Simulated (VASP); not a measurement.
The system is Co.

```xyz
2
Lattice="2.4911 0.0000 0.0000 -1.2456 2.1574 0.0000 0.0000 0.0000 4.0356" Properties=species:S:1:pos:R:3 pbc="T T T"
Co    0.0000    1.4382    1.0089
Co    1.2456    0.7191    3.0267
```

| Property | Result |
| --- | --- |
| Program | VASP 6.6.1 |
| Task | relaxation of cell and atoms |
| Functional | PBE |
| Potentials or basis | VASP PAW PBE potentials, release 64 (Co) |
| Cutoff | 600 eV |
| k mesh | 17 × 17 × 10 |
| Occupations | fermi-dirac, width 0.05 eV |
| Spin | no spin polarisation |

At the start: pressure -11.5 GPa; volume 10.84 Å³/atom.

**Question.** Where does the relaxation end?

**Answer.** Over 9 steps the energy falls by 20.9 meV/atom and the volume is 10.30 Å³/atom (-5.1 %); space group P6_3/mmc (No. 194, to 0.1 Å) before and after.

Step by step:
```tsv
step	energy change (eV)	largest force (eV/Å)	pressure (GPa)	volume (Å³)
1	0.0000	0.0000	-11.49	21.69
2	0.0258	0.0000	18.40	19.34
3	-0.0416	0.0000	-0.12	20.60
4	-0.0417	0.0000	0.14	20.58
5	-0.0417	0.0000	0.12	20.58
6	-0.0417	0.0000	0.12	20.58
7	-0.0417	0.0000	0.10	20.58
8	-0.0417	0.0000	-0.11	20.60
9	-0.0417	0.0000	0.03	20.59
```

Final structure:
```xyz
2
Lattice="2.4521 0.0000 0.0000 -1.2260 2.1236 0.0000 0.0000 0.0000 3.9543" Properties=species:S:1:pos:R:3 pbc="T T T"
Co    0.0000    1.4157    0.9886
Co    1.2260    0.7079    2.9657
```

Caveat: the run has no spin polarisation, though such a crystal can be magnetic.
